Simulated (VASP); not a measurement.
Wanted: the native input for a VASP 6.6.1 run.

```
Task                   : single point
Functional             : PBE
Potentials or basis    : VASP PAW PBE potentials, release 64 (Si, Ge_d)
Cutoff                 : 520 eV
k mesh                 : 2 × 2 × 2
Occupations            : gaussian, width 0.05 eV
Spin                   : no spin polarisation
Dipole correction      : no
Further INCAR settings : LREAL = Auto; ALGO = Normal; EDIFF = 1e-06; NBANDS = 53
```

The structure of Si16Ge (a cell with a defect) lies in POSCAR:

```
Si16Ge
1.0
    0.0000000000      5.4300000000      5.4300000000
    5.4300000000      0.0000000000      5.4300000000
    5.4300000000      5.4300000000      0.0000000000
Si Ge
16 1
Direct
   -0.0078243094     -0.0078360958     -0.0008688766
    0.0811323204      0.1420660221      0.1344872007
   -0.0069895948     -0.0001884899      0.5071372928
    0.1344129834      0.1087304788      0.6280835175
   -0.0078268877      0.5162782689     -0.0008685083
    0.1283607735      0.6224657459      0.1264552486
    0.0373436464      0.4818944751      0.4986460405
    0.1344174033      0.6285442910      0.6280872007
    0.4497489871      0.0258476980     -0.0016753223
    0.6134721915      0.1063401473      0.1165355433
    0.5060842541     -0.0213048803      0.5036255064
    0.6153882136      0.1244556169      0.6355007366
    0.4969632597      0.5128004604     -0.0228588398
    0.6134723757      0.6634097606      0.1164895028
    0.5060875691      0.5113969613      0.5035825967
    0.6639680479      0.6118553407      0.6120851750
    0.6756355433      0.2875907919      0.2489355433
```

These files were run (other wordings do the same):

INCAR

```
SYSTEM = Si16Ge
PREC = Accurate
ENCUT = 520
EDIFF = 1E-6
ISMEAR = 0
SIGMA = 0.05
LREAL = Auto
LASPH = .TRUE.
NELM = 100
ALGO = Normal
ISIF = 2
LWAVE = .FALSE.
LCHARG = .FALSE.
GGA = PE
NBANDS = 53
```

KPOINTS

```
regular mesh
0
G
  2 2 2
  0 0 0
```

Potentials or basis: VASP PAW PBE potentials, release 64 (Si, Ge_d).

Launch:

```sh
$ cat potpaw_PBE.64/Si/POTCAR potpaw_PBE.64/Ge_d/POTCAR > POTCAR
$ mpirun -np 1 vasp_std > vasp.out
```

Results of the run:

| Item | Value |
| --- | --- |
| Pressure | 6.2 GPa |
| Largest force | 0.599 eV/Å |
| Band gap on the k mesh | zero (band 39 reaches 6.99 eV, above the bottom of band 40 at 6.68 eV) |

Caveat: the k points lie up to 0.50 Å⁻¹ apart.

Wall time 3.6 min on 1 thread of AMD EPYC 9R45 96-Core Processor (Zen 5), on a shared host, peak memory 0.46 GiB.
